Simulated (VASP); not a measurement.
Runs of VASP 6.6.1 on ScCu. The structure is that of space group Pm-3m (No. 221), or close to it. The cells are those of the table. 

```tsv
cell	gap on the mesh (eV)	pressure (GPa)
a = 3.278 Å, 2 atoms	none	(a)
a = 3.256 Å, 2 atoms	none	-7.1
a = 3.245 Å, 2 atoms	none	-6.4
a = 3.299 Å, 2 atoms	none	(b)
a = 3.267 Å, 2 atoms	none	-7.9
a = 3.234 Å, 2 atoms	none	-5.6
```

Alike in all rows: task electric field gradients; level LDA; potentials or basis VASP PAW LDA potentials, release 64 (Sc_sv, Cu); no spin polarisation; k mesh 11 × 11 × 11; cutoff (eV) 520; smearing fermi-dirac 0.05 eV.

Question: Estimate the missing entries.

Answer: (a) -8.5; (b) -9.8.

A gap of «none» marks levels without a gap at the run's occupations.
